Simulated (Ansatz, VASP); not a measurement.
**One calculation of MgO, two programs**

```
Mg O
1.0
     0.00000    2.08293    2.08293
     2.08293    0.00000    2.08293
     2.08293    2.08293    0.00000
Mg O
1 1
Direct
  0.00000 0.00000 0.00000
  0.50000 0.50000 0.50000
```

Change from the starting cell: volume scaled by 0.98.

Alike in both runs: task single point; functional PBEsol; k mesh 11 × 11 × 11; occupations fermi-dirac, width 0.05 eV; no spin polarisation.

|  | VASP | Ansatz |
| --- | --- | --- |
| version | VASP 6.6.1 | Ansatz 0.2.0 |
| potentials or method | VASP PAW PBE potentials, release 64 (Mg, O), cutoff 520 eV | all-electron LAPW, scalar-relativistic |

```tsv
	VASP	Ansatz	Ansatz less VASP
gap on the k mesh at the Fermi level (eV)	4.96	4.96	+0.001
least direct gap on the mesh (eV)	4.96	4.96	+0.001
pressure (GPa)	5.4	5.9	+0.53
```

VASP's potentials were made for PBE, not for PBEsol. Ansatz ran all-electron here, and VASP with PAW potentials.
